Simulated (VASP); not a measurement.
# Li (P-1) in VASP: notebook

Runs on Li. Level: PBE+D3(BJ). Tasks: relaxation of cell and atoms, single point.

All numbers are computed with VASP 6.6.1; they aren't measurements. Logs are shortened: lines on timing, memory, paths and dates and some standing lists are left out, and cuts for length are marked.

## 1. The cell of the first run

The typed cell holds 1 atom: a = 2.835 Å, b = 2.952 Å, c = 2.960 Å, α = 63.88°, β = 62.09°, γ = 59.34°.

## 2. Relaxation of cell and atoms, PBE+D3(BJ) (cell sheared at random, sigma 0.06, atoms nudged by 0.01 Å)

Input file INCAR:

```
PREC = Accurate
ENCUT = 600
EDIFF = 1E-7
ISMEAR = 0
SIGMA = 0.15
LREAL = F
LASPH = T
NELM = 100
ALGO = Normal
ISIF = 3
LWAVE = F
LCHARG = F
GGA = PE
IVDW = 12
IBRION = 2
NSW = 100
EDIFFG = -0.01
```

Input file KPOINTS:

```
Automatic mesh
0
Gamma
  14 14 14
```

Input file POSCAR:

```
Li
1.0
    0.0202766861      1.9637112105      2.0443472129
    2.0374179180     -0.0706636021      2.1352875010
    2.0830886818      2.1003222625     -0.1163343659
Li
1
Direct
    0.0000000000      0.0000000000      0.0000000000
```

Potentials or basis: VASP PAW PBE potentials, release 64 (Li_sv).

Started as:

```bash
> cat potpaw_PBE.64/Li_sv/POTCAR > POTCAR
> mpirun -np 1 vasp_std > vasp.out
```

OUTCAR:

```text
PREC = Accurate
   ENCUT = 600
   EDIFF = 1E-7
   ISMEAR = 0
   LREAL = F
   LASPH = T
   NELM = 100
   ISIF = 3
   GGA = PE
   IVDW = 12
   IBRION = 2
   NSW = 100
   EDIFFG = -0.01
 IVDW          = 12

 ion  position               nearest neighbor table
   1  0.000  0.000  0.000-

  Warning from LATTYP: Got some problem with cell dimensions!
  Tried to take original basis but could not verify dimensions!
  LATTYP: Found a triclinic cell.
 ALAT       =     4.8772900751
 B/A-ratio  =     0.5876877003
 C/A-ratio  =     0.6069825555
 COS(alpha) =     0.0096090557
 COS(beta)  =     0.2777484092
 COS(gamma) =     0.8572255863

  Lattice vectors:

 A1 = (   1.9968645458,  -3.9980860231,  -1.9534069248)
 A2 = (   2.0171412319,  -2.0343748126,   0.0909402881)
 A3 = (  -2.0830886818,  -2.1003222625,   0.1163343659)

Analysis of symmetry for initial positions (statically):
=====================================================================
 Subroutine PRICEL returns:
 Original cell was already a primitive cell.

 Routine SETGRP: Setting up the symmetry group for a
 triclinic supercell.

 Subroutine GETGRP returns: Found  2 space group operations
 (whereof  2 operations were pure point group operations)
 out of a pool of  2 trial point group operations.

The static configuration has the point symmetry S_2 .

Analysis of symmetry for dynamics (positions and initial velocities):
=====================================================================
 Subroutine PRICEL returns:
 Original cell was already a primitive cell.

 Routine SETGRP: Setting up the symmetry group for a
 triclinic supercell.

 Subroutine GETGRP returns: Found  2 space group operations
 (whereof  2 operations were pure point group operations)
 out of a pool of  2 trial point group operations.

The dynamic configuration has the point symmetry S_2 .

 Subroutine INISYM returns: Found  2 space group operations
 (whereof  2 operations are pure point group operations),
 and found     1 'primitive' translations

----------------------------------------------------------------------------------------

                                     Primitive cell

  volume of cell :      18.1584

  direct lattice vectors                    reciprocal lattice vectors
     0.020276686  1.963711211  2.044347213    -0.246528789  0.258007969  0.243767616
     2.037417918 -0.070663602  2.135287501     0.249043535 -0.234652428  0.222926821
     2.083088682  2.100322263 -0.116334366     0.238872705  0.226996344 -0.220412075

  length of vectors
     2.834771312  2.952205587  2.960429994     0.432165716  0.408388065  0.396445446

  position of ions in fractional coordinates (direct lattice)
     0.000000000  0.000000000  0.000000000

[... 77 lines left out ...]
   EDIFFG = -.1E-01   stopping-criterion for IOM
   NSW    =    100    number of steps for IOM
   IBRION =      2    ionic relax: 0-MD 1-quasi-New 2-CG
   NFREE  =      1    steps in history (QN), initial steepest desc. (CG)
   ISIF   =      3    stress and relaxation
   ISYM   =      2    0-nonsym 1-usesym 2-fastsym
   POTIM  = 0.5000    time-step for ionic-motion
   TEBEG  =    0.0;   TEEND  =   0.0 temperature during run
   PSTRESS=    0.0 pullay stress
   NELECT =       3.0000    total number of electrons
   NUPDOWN=      -1.0000    fix difference up-down
   EMIN   =  10.00;   EMAX   =-10.00  energy-range for DOS
   EFERMI =   0.00;   METHOD = LEGACY
   ISMEAR =     0;   SIGMA  =   0.15  broadening in eV -4-tet -1-fermi 0-gaus
   EFERMI_NEDOS =   21; number of points for ismear=-14 and -15
   IALGO  =     38    algorithm
   IMIX   =      4    mixing-type and parameters
     AMIX     =   0.40;   BMIX     =  1.00
     AMIX_MAG =   1.60;   BMIX_MAG =  1.00
  volume/ion in A,a.u.               =      18.16       122.54
  Fermi-wavevector in a.u.,A,eV,Ry     =   0.898303  1.697546 10.979187  0.806947
  Thomas-Fermi vector in A             =   2.020995
   LORBIT       =      0    0 simple, 1 ext, 2 COOP (PROOUT), +10 PAW based schemes
   GGA     = PE    functional components
   LHFCALC =     F    Hartree Fock is set to
   AEXX    =    0.0000 exact exchange contribution
   IVDW    =    12    specifies the selected vdW correction
   LEPSILON=     F    determine dielectric tensor
   LRPA    =     F    only Hartree local field effects (RPA)
 conjugate gradient relaxation of ions
 non-spin polarized calculation
 Gauss-broadening in eV      SIGMA  =   0.15
  energy-cutoff  :      600.00
  volume of cell :       18.16
 maximum number of plane-waves:       621
   NGX = 11   NGY = 11   NGZ = 11

--------------------------------------- Ionic step        1  -------------------------------------------

 number of electron       2.9999997 magnetization

 Free energy of the ion-electron system (eV)
  ---------------------------------------------------
  ext. energy  EPLUGINS =         0.00000000
  ---------------------------------------------------
  free energy    TOTEN  =        -1.89074705 eV

  energy without entropy =       -1.88575910  energy(sigma->0) =       -1.88825307

------------------------ aborting loop because EDIFF is reached ----------------------------------------

 Edisp (eV)   -0.18894

 E8    (eV) :    -0.0786
[... 102 lines left out ...]
  FREE ENERGIE OF THE ION-ELECTRON SYSTEM (eV)
  ---------------------------------------------------
  free  energy   TOTEN  =        -2.0868801259 eV

  energy  without entropy=       -2.0823628538  energy(sigma->0) =       -2.08462149

[... ionic steps 4 to 8 ...]

--------------------------------------- Ionic step        9  -------------------------------------------

 number of electron       3.0000004 magnetization

------------------------ aborting loop because EDIFF is reached ----------------------------------------
[... 73 lines left out ...]
--------------------------------------- Ionic step       11  -------------------------------------------

 number of electron       3.0000006 magnetization

 Free energy of the ion-electron system (eV)
  ---------------------------------------------------
  ext. energy  EPLUGINS =         0.00000000
  ---------------------------------------------------
  free energy    TOTEN  =        -1.89909344 eV

  energy without entropy =       -1.89495131  energy(sigma->0) =       -1.89702237

 E-fermi :   0.9316     XC(G=0):  -7.3337

 val. band max:        0.9243147822   @ k =   0.0000   0.0714   0.5000
 cond. band min:       0.9418325573   @ k =   0.5000   0.0714  -0.0000
 fundamental gap:      0.0175177751
 Fermi energy:         0.9316242803

 k-point     1 :       0.0000    0.0000    0.0000
  band No.  band energies     occupation
      1     -45.3683      2.00000
      2      -2.7421      2.00000
      3      16.4623      0.00000
      4      16.5475      0.00000
      5      16.6204      0.00000
[... 177 lines left out ...]
 k-point    24 :       0.0714    0.1429   -0.0000
  band No.  band energies     occupation
      1     -45.3632      2.00000
      2      -2.3940      2.00000
      3      14.0472      0.00000
      4      14.9109      0.00000
      5      16.4627      0.00000

 [... further k-points ...]

------------------------ aborting loop because EDIFF is reached ----------------------------------------

 Edisp (eV)   -0.18998

 E8    (eV) :    -0.0790
[... 24 lines left out ...]
  FREE ENERGIE OF THE ION-ELECTRON SYSTEM (eV)
  ---------------------------------------------------
  free  energy   TOTEN  =        -2.0890772069 eV

  energy  without entropy=       -2.0849350751  energy(sigma->0) =       -2.08700614

 reached required accuracy - stopping structural energy minimisation
```

CONTCAR:

```text
Li
   1.00000000000000
    -0.0023323257741627    2.0816300357026920    2.0870186147707313
     2.0712972083564223    0.0053115310711847    2.0819574164720591
     2.0791923449409326    2.0849596932404042   -0.0083388837243978
  Li
     1
Direct
     0.0000000000000000    1.0000000000000000    1.0000000000000000

  0.00000000E+00  0.00000000E+00  0.00000000E+00
```

Wall time 2.8 min (1 thread of Intel Xeon 6975P-C (Granite Rapids), shared host); peak memory 0.25 GiB.

Results:

```
Free energy                            : -2.0891 eV
Relaxed volume                         : 18.05 Å³/atom
Relaxed cell                           : a = 2.948 Å, b = 2.937 Å, c = 2.945 Å, α = 60.18°, β = 60.17°, γ = 59.82°
Space group after relaxing (to 0.05 Å) : Fm-3m (No. 225)
Energy gained by relaxing              : 9.4 meV/atom
Ionic steps                            : 11
Pressure after relaxing                : 0.0 GPa
Dispersion energy per atom             : -0.190 eV
```

Stress tensor (GPa, compression positive):
```
 0.07 -0.06  0.08
-0.06  0.05  0.03
 0.08  0.03 -0.01
```

Step by step:
```tsv
step	energy change (eV)	largest force (eV/Å)	pressure (GPa)	volume (Å³)
1	0.0000	0.0000	-0.04	18.16
2	-0.0024	0.0000	-0.03	18.14
3	-0.0072	0.0000	0.01	18.09
4	-0.0066	0.0000	0.16	17.91
5	-0.0084	0.0000	0.08	18.01
6	-0.0085	0.0000	0.07	18.02
7	-0.0088	0.0000	0.03	18.06
8	-0.0091	0.0000	-0.03	18.13
9	-0.0091	0.0000	-0.03	18.13
10	-0.0092	0.0000	-0.01	18.11
11	-0.0094	0.0000	0.04	18.05
```

Final structure:
```
Li
1.0
    -0.00233    2.08163    2.08702
     2.07130    0.00531    2.08196
     2.07919    2.08496   -0.00834
Li
1
Cartesian
  4.1505 2.0903 2.0736
```

Levels at points of the mesh, in eV from the Fermi level:
| k point | band 1 | band 2 | band 3 | band 4 | band 5 |
| --- | --- | --- | --- | --- | --- |
| (0.00, 0.00, 0.00) | -46.30 | -3.67 | 15.53 | 15.62 | 15.69 |
| (0.50, 0.00, 0.00) | -46.27 | -0.04 | 3.35 | 13.71 | 13.79 |
| (0.00, 0.50, 0.00) | -46.27 | -0.01 | 3.40 | 13.64 | 13.72 |
| (0.50, 0.50, 0.00) | -46.26 | 1.61 | 5.13 | 9.15 | 9.25 |
| (0.00, 0.00, 0.50) | -46.27 | -0.06 | 3.32 | 13.74 | 13.85 |
| (0.50, 0.00, 0.50) | -46.26 | 1.66 | 5.18 | 9.05 | 9.23 |
| (0.00, 0.50, 0.50) | -46.26 | 1.69 | 5.21 | 9.10 | 9.12 |
| (0.50, 0.50, 0.50) | -46.27 | -0.03 | 3.37 | 13.65 | 13.79 |

Caveat: the cell differs from its parent crystal (cell sheared at random, sigma 0.06, atoms nudged by 0.01 Å); the cutoff is under 1.25 times the usual one of these potentials, so pressure, stress and relaxed cells hold a basis-set (Pulay) error; pairwise dispersion overbinds metals, which lowers pressure and volume.

## 3. Single point, PBE+D3(BJ)

Input file INCAR:

```
SYSTEM = Li
PREC = Accurate
ENCUT = 520
EDIFF = 1E-6
ISMEAR = 0
SIGMA = 0.15
LREAL = .FALSE.
LASPH = .TRUE.
NELM = 100
ALGO = Normal
ISIF = 2
LWAVE = .FALSE.
LCHARG = .FALSE.
GGA = PE
IVDW = 12
NBANDS = 8
```

Input file KPOINTS:

```
regular mesh
0
G
  14 14 14
  0 0 0
```

POSCAR is that of step 2.

Potentials or basis: VASP PAW PBE potentials, release 64 (Li_sv).

Started as:

```bash
> cat potpaw_PBE.64/Li_sv/POTCAR > POTCAR
> mpirun -np 1 vasp_std > vasp.out
```

Wall time 38 s (1 thread of Intel Xeon 6975P-C (Granite Rapids), shared host); peak memory 0.26 GiB.

Results (log left out):

* Free energy: -2.0799 eV
* Dispersion energy per atom: -0.189 eV

Levels at points of the mesh, in eV from the Fermi level:
| k point | band 1 | band 2 | band 3 | band 4 | band 5 | band 6 |
| --- | --- | --- | --- | --- | --- | --- |
| (0.00, 0.00, 0.00) | -46.36 | -3.68 | 14.16 | 15.34 | 16.66 | 17.83 |
| (0.50, 0.00, 0.00) | -46.32 | 0.32 | 3.82 | 12.44 | 13.29 | 16.22 |
| (0.00, 0.50, 0.00) | -46.33 | -0.21 | 3.13 | 13.73 | 14.28 | 17.65 |
| (0.50, 0.50, 0.00) | -46.32 | 1.27 | 4.80 | 9.09 | 10.05 | 11.82 |
| (0.00, 0.00, 0.50) | -46.33 | -0.44 | 2.77 | 14.18 | 14.81 | 18.24 |
| (0.50, 0.00, 0.50) | -46.32 | 1.79 | 5.32 | 8.81 | 9.16 | 11.28 |
| (0.00, 0.50, 0.50) | -46.32 | 1.87 | 5.36 | 7.45 | 10.36 | 10.87 |
| (0.50, 0.50, 0.50) | -46.32 | 0.18 | 3.65 | 12.29 | 13.81 | 16.10 |

Caveat: the cutoff is under 1.25 times the usual one of these potentials, so pressure, stress and relaxed cells hold a basis-set (Pulay) error; pairwise dispersion overbinds metals, which lowers pressure and volume.
